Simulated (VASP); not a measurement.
Write the native input for VASP 6.6.1 that does the following.

```yaml
Task: single point
Functional: PBEsol
Potentials_or_basis: VASP PAW PBE potentials, release 64 (Ga_d, Sb, P)
Cutoff: 500 eV
k_mesh: 3 × 3 × 3
Occupations: gaussian, width 0.1 eV
Spin: no spin polarisation
Dipole_correction: no
Further_INCAR_settings: ALGO = Normal; EDIFF = 1e-06; NBANDS = 86
```

The structure of Ga8Sb3P5 lies in POSCAR:

```
Ga8Sb3P5
1.0
   -0.0116325346      5.7030448274      5.7030448274
    5.6914122928      0.0000000000      5.6914122928
    5.6914122928      5.6914122928      0.0000000000
Ga Sb P
8 3 5
Direct
   -0.0262450077      0.0087483359      0.0087483359
   -0.0143341179     -0.0147802760      0.5145571970
   -0.0143341179      0.5145571970     -0.0147802760
   -0.0143341179      0.5145571970      0.5145571970
    0.5201666395     -0.0076811615     -0.0076811615
    0.5201666395     -0.0076811615      0.4951956834
    0.5201666395      0.4951956834     -0.0076811615
    0.5038547464      0.4987150845      0.4987150845
    0.1259454681      0.1248462994      0.1248462994
    0.1259454681      0.1248462994      0.6243619332
    0.1259454681      0.6243619332      0.1248462994
    0.1253737269      0.6248754244      0.6248754244
    0.6213832325      0.1262055892      0.1262055892
    0.6267664442      0.1230338486      0.6250998536
    0.6267664442      0.6250998536      0.1230338486
    0.6267664442      0.6250998536      0.6250998536
```

The input as run:

INCAR

```
PREC = Accurate
ENCUT = 500
EDIFF = 1E-6
ISMEAR = 0
SIGMA = 0.1
LREAL = F
LASPH = T
NELM = 120
ALGO = Normal
ISIF = 2
LWAVE = F
LCHARG = F
GGA = PS
NBANDS = 86
GGA_COMPAT = F
```

KPOINTS

```
regular mesh
0
Gamma
  3 3 3
```

Potentials or basis: VASP PAW PBE potentials, release 64 (Ga_d, Sb, P).

Command:

```sh
$ cat potpaw_PBE.64/Ga_d/POTCAR potpaw_PBE.64/Sb/POTCAR potpaw_PBE.64/P/POTCAR > POTCAR
$ mpirun -np 1 vasp_std > vasp.out
```

Results of the run:

| Property | Result |
| --- | --- |
| Pressure | 0.1 GPa |
| Largest force | 0.069 eV/Å |
| Band gap on the k mesh | zero (filled and empty bands touch) |

Caveat: semilocal functionals underestimate gaps, and a narrow one can read as zero; the PAW data sets were made with another functional, which shifts forces and pressure a little; spin-orbit coupling is left out, which moves the levels of the heavy elements.

Run time: 9.2 min on 1 thread of Oxide Virtual Turin-like Processor (shared host), peak memory 0.54 GiB.
